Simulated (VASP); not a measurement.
Input of a VASP 6.6.1 run:

The input POSCAR:

```
ZnSe
1.0
    0.0000000000      2.8210195843      2.8210195843
    2.8210195843      0.0000000000      2.8210195843
    2.8210195843      2.8210195843      0.0000000000
Se Zn
1 1
Direct
    0.7500000000      0.7500000000      0.7500000000
    0.0000000000      0.0000000000      0.0000000000
```

Contents of INCAR.step1:

```
PREC     = Accurate       # precision mode
ENCUT    = 520            # plane-wave cutoff, eV
EDIFF    = 1E-5           # SCF threshold, eV
ISMEAR   = -1             # smearing method
SIGMA    = 0.05           # smearing width, eV
LREAL    = F              # projectors in reciprocal space
LASPH    = T              # aspherical terms in the spheres
NELM     = 80             # most SCF steps
ALGO     = Normal         # electronic algorithm
ISIF     = 2              # what is computed and relaxed
LWAVE    = T              # write WAVECAR
GGA      = PE             # functional
NBANDS   = 16             # bands
```

File INCAR.step2:

```
PREC     = Accurate       # precision mode
ENCUT    = 520            # plane-wave cutoff, eV
EDIFF    = 1E-6           # SCF threshold, eV
ISMEAR   = -1             # smearing method
SIGMA    = 0.05           # smearing width, eV
LREAL    = F              # projectors in reciprocal space
LASPH    = T              # aspherical terms in the spheres
NELM     = 80             # most SCF steps
ALGO     = Normal         # electronic algorithm
ISIF     = 2              # what is computed and relaxed
LWAVE    = F              # write WAVECAR
LCHARG   = T              # write CHGCAR
GGA      = PS             # functional
LHFCALC  = T              # exact exchange
AEXX     = 0.25           # exact-exchange fraction
HFSCREEN = 0.207          # screening, 1/A
PRECFOCK = Normal       
LELF     = T              # ELF
LVHAR    = T            
ISTART   = 1            
NBANDS   = 16             # bands
```

File KPOINTS:

```
regular mesh
0
Gamma
  4 4 4
```

Potentials or basis: VASP PAW PBE potentials, release 64 (Se, Zn).

Launch:

```bash
$ cat potpaw_PBE.64/Se/POTCAR potpaw_PBE.64/Zn/POTCAR > POTCAR
$ cp INCAR.step1 INCAR
$ mpirun -np 1 vasp_std > vasp.out
$ cp INCAR.step2 INCAR
$ mpirun -np 1 vasp_std > vasp.out
```

Task: Estimate the pressure.

Result: 0.0 GPa.

Task: Predict the band gap on the k mesh.

Result: 2.35 eV.

Caveat: the k points lie up to 0.48 Å⁻¹ apart; the PAW data sets were made with another functional, which shifts forces and pressure a little.
